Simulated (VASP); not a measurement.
Set up this calculation in VASP 6.6.1, as the native input.

- Task: single point
- Functional: r2SCAN
- Potentials or basis: VASP PAW PBE potentials, release 64 (Mg, O)
- Cutoff: 520 eV
- k mesh: 10 × 10 × 10
- Occupations: gaussian, width 0.01 eV
- Spin: no spin polarisation
- Dipole correction: no
- Further INCAR settings: ALGO = Normal; EDIFF = 1e-06; NBANDS = 11

The system is MgO.

```
Mg O
1.0
     0.00000    2.08115    2.11543
     2.08115    0.00000    2.11543
     2.08115    2.08115    0.00000
Mg O
1 1
Direct
  0.00000 0.00000 0.00000
  0.50000 0.50000 0.50000
```

This cell differs from its parent crystal: epitaxial xy strain -1.0%.

The input as run:

POSCAR

```
MgO
1.0
    0.0000000000      2.0811457413      2.1154270457
    2.0811457413      0.0000000000      2.1154270457
    2.0811457413      2.0811457413      0.0000000000
Mg O
1 1
Direct
    0.0000000000      0.0000000000      0.0000000000
    0.5000000000      0.5000000000      0.5000000000
```

INCAR.step1

```
SYSTEM = MgO
PREC = Accurate
ENCUT = 520
ISMEAR = 0
SIGMA = 0.01
LREAL = .FALSE.
LASPH = .TRUE.
NELM = 80
NBANDS = 11
GGA = PE
ALGO = Normal
EDIFF = 1E-4
LWAVE = .TRUE.
LCHARG = .FALSE.
```

INCAR.step2

```
SYSTEM = MgO
PREC = Accurate
ENCUT = 520
EDIFF = 1E-6
ISMEAR = 0
SIGMA = 0.01
LREAL = .FALSE.
LASPH = .TRUE.
NELM = 80
ALGO = Normal
ISIF = 2
LWAVE = .FALSE.
LCHARG = .TRUE.
METAGGA = R2SCAN
LMIXTAU = .TRUE.
LELF = .TRUE.
LVHAR = .TRUE.
NBANDS = 11
ISTART = 1
```

KPOINTS

```
Automatic mesh
0
G
  10 10 10
  0 0 0
```

Potentials or basis: VASP PAW PBE potentials, release 64 (Mg, O).

Launch:

```bash
$ cat potpaw_PBE.64/Mg/POTCAR potpaw_PBE.64/O/POTCAR > POTCAR
$ cp INCAR.step1 INCAR
$ mpirun -np 1 vasp_std > vasp.out
$ cp INCAR.step2 INCAR
$ mpirun -np 1 vasp_std > vasp.out
```

It gave:

| Property | Result |
| --- | --- |
| Pressure | 1.3 GPa |
| Band gap on the k mesh | 5.78 eV, direct |

Caveat: the cell differs from its parent crystal (epitaxial xy strain -1.0%); the PAW data sets were made with another functional, which shifts forces and pressure a little.

Wall time 2.3 min on 1 thread of AMD EPYC 7R13 Processor (Zen 3) (shared host), peak memory 0.13 GiB.
